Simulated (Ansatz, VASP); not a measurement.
**NaH in VASP and in Ansatz**

```
CELL_PARAMETERS angstrom
0.00000 2.28177 2.32786
2.28177 0.00000 2.32786
2.28177 2.28177 0.00000
ATOMIC_POSITIONS crystal
Na 0.00000 0.00000 0.00000
H 0.50000 0.50000 0.50000
```

Alike in both runs: task single point; functional r2SCAN; k mesh 10 × 10 × 10; occupations fermi-dirac, width 0.2 eV; no spin polarisation.

```csv
,VASP,Ansatz
version,VASP 6.6.1,Ansatz 0.2.0
potentials or method,"VASP PAW PBE potentials, release 64 (Na_pv, H), cutoff 520 eV","scalar-relativistic, plane waves, PAW"
valence electrons in the cell,8,10
```

```tsv
	VASP	Ansatz	Ansatz less VASP
gap on the k mesh at the Fermi level (eV)	4.66	4.64	-0.014
least direct gap on the mesh (eV)	5.55	5.56	+0.014
pressure (GPa)	3.6	4.0	+0.36
traceless stress, the component that is largest in VASP (GPa)	-0.84	-0.81	+0.036
```

VASP's potentials were made for PBE, not for r2SCAN. With one functional, cell and mesh, what is left measures potentials, basis and numerics. VASP's potentials hold 8 valence electrons a cell and Ansatz's 10, so a difference there can come from the potentials and not from the codes.
